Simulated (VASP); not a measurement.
C, 12 atoms in the cell. Symmetry: P6_3/mmc, No. 194, hexagonal system. Conventional cell: a = 2.434 Å, b = 2.434 Å, c = 12.292 Å, α = 90.00°, β = 90.00°, γ = 120.00°. Within 2.0 Å of C (site symmetry 3m) lie 4 C at 1.50 to 1.55 Å. Within 2.0 Å of C (site symmetry 3m) lie 4 C at 1.50 to 1.53 Å. Within 2.0 Å of C (site symmetry 3m) lie 4 C at 1.50 to 1.53 Å. 

```yaml
Program: VASP 6.6.1
Task: single point
Functional: LDA
Potentials_or_basis: VASP PAW LDA potentials, release 64 (C)
Cutoff: 520 eV
k_mesh: 12 × 12 × 2
Occupations: gaussian, width 0.05 eV
Spin: no spin polarisation
Dipole_correction: no
Further_INCAR_settings: ALGO = Normal; EDIFF = 1e-06; NBANDS = 36
```

Potentials or basis: VASP PAW LDA potentials, release 64 (C).

Launch:

```console
$ cat potpaw_LDA.64/C/POTCAR > POTCAR
$ mpirun -np 1 vasp_std > vasp.out
```

Hardware: 1 thread of Intel(R) Xeon(R) Platinum 8488C (Sapphire Rapids), on a shared host.

Estimate the wall time of this run.

It took 56 s on 1 thread of Intel(R) Xeon(R) Platinum 8488C (Sapphire Rapids), on a shared host, peak memory 0.17 GiB. Counts: scf iterations 11, k points 38.
